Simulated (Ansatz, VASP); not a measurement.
# One calculation of LiS3, two programs

File INCAR:

```
PREC = Accurate
ENCUT = 600
EDIFF = 1E-6
ISMEAR = 0
SIGMA = 0.1
LREAL = False
LASPH = True
NELM = 100
ALGO = Normal
ISIF = 3
LWAVE = False
LCHARG = False
GGA = PE
IBRION = 2
NSW = 90
EDIFFG = -0.04
```

Contents of KPOINTS:

```
regular mesh
0
Gamma
  4 4 4
```

File POSCAR:

```
LiS3
1.0
    5.0000000000      0.0000000000      0.0000000000
    0.0000000000      5.0000000000      0.0000000000
    0.0000000000      0.0000000000      5.0000000000
Li S
1 3
Direct
    0.0000000000      0.0000000000      0.9733260700
    0.0000000000      0.5000000000      0.0000000000
    0.5000000000      0.0000000000      0.0000000000
    0.0000000000      0.0000000000      0.5000000000
```

Input for Ansatz:

```yaml
crystal:
  lattice:
    - [5.0, 0.0, 0.0]
    - [0.0, 5.0, 0.0]
    - [0.0, 0.0, 5.0]
  atoms:
    - { symbol: Li, position: [0.0, 0.0, 0.97332607] }
    - { symbol: S, position: [0.0, 0.5, 0.0] }
    - { symbol: S, position: [0.5, 0.0, 0.0] }
    - { symbol: S, position: [0.0, 0.0, 0.5] }
basis:
  ecutwfc: 420
kpoints:
  mp_grid: { grid: [4, 4, 4] }
hamiltonian:
  xc: pbe
scf:
  occupations: { method: gaussian, width: 0.1 }
  lower_state_search: "off"
output:
  forces: true
  stress: true
  eigenvalues: true
relax:
  adjacent_minimum: "off"
  f_tol: 0.04
  max_steps: 70
  cell: { stress_tol: 0.4 }
```

Alike in both runs: task relaxation of cell and atoms; functional PBE; k mesh 4 × 4 × 4; occupations gaussian, width 0.1 eV; no spin polarisation.

```csv
,VASP,Ansatz
version,VASP 6.6.1,Ansatz 0.2.0
potentials or method,"VASP PAW PBE potentials, release 64 (Li_sv, S), cutoff 600 eV","scalar-relativistic, plane waves, PAW"
valence electrons in the cell,21,21
```

Ansatz gave:

- gap on the k mesh at the Fermi level, each at its own relaxed structure (eV): none
- relaxed volume (Å³/atom): 24.24
- relaxed cell length with the largest relative difference (Å): 4.453

Task: Estimate VASP's values.

Result: gap on the k mesh at the Fermi level, each at its own relaxed structure (eV): none; relaxed volume (Å³/atom): 24.19; relaxed cell length with the largest relative difference (Å): 4.449.

A gap of «none» marks a metal or a gap that the smearing closes.

Noted on VASP's run: the cutoff is short for stress, so the pressure is rough; the volume moved by over 15 % at a fixed basis, so the end points are rough.
